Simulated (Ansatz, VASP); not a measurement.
**One calculation of NbH2, two programs**

```xyz
3
Lattice="0.0000 2.2489 2.2489 2.2489 0.0000 2.2489 2.2489 2.2489 0.0000" Properties=species:S:1:pos:R:3 pbc="T T T"
Nb    0.0000    0.0000    0.0000
H     1.1245    1.1245    1.1245
H     3.3734    3.3734    3.3734
```

Alike in both runs: functional LDA; k mesh 16 × 16 × 16; occupations fermi-dirac, width 0.15 eV; no spin polarisation.

Ansatz relaxed the structure, and its values are those at the end. VASP's run is a single point on that final structure, the one shown.

|  | VASP | Ansatz |
| --- | --- | --- |
| version | VASP 6.6.1 | Ansatz 0.2.0 |
| potentials or method | VASP PAW LDA potentials, release 64 (Nb_sv, H), cutoff 520 eV | scalar-relativistic, plane waves, PAW |
| valence electrons in the cell | 15 | 15 |

|  | VASP | Ansatz | Ansatz less VASP |
| --- | --- | --- | --- |
| gap on the k mesh at the Fermi level (eV) | none | none | - |
| pressure (GPa) | -0.2 | 0.0 | +0.21 |

LDA's correlation is that of Perdew and Zunger in VASP and of Perdew and Wang (1992) in Ansatz. A gap of «none» marks a metal or a gap that the smearing closes.
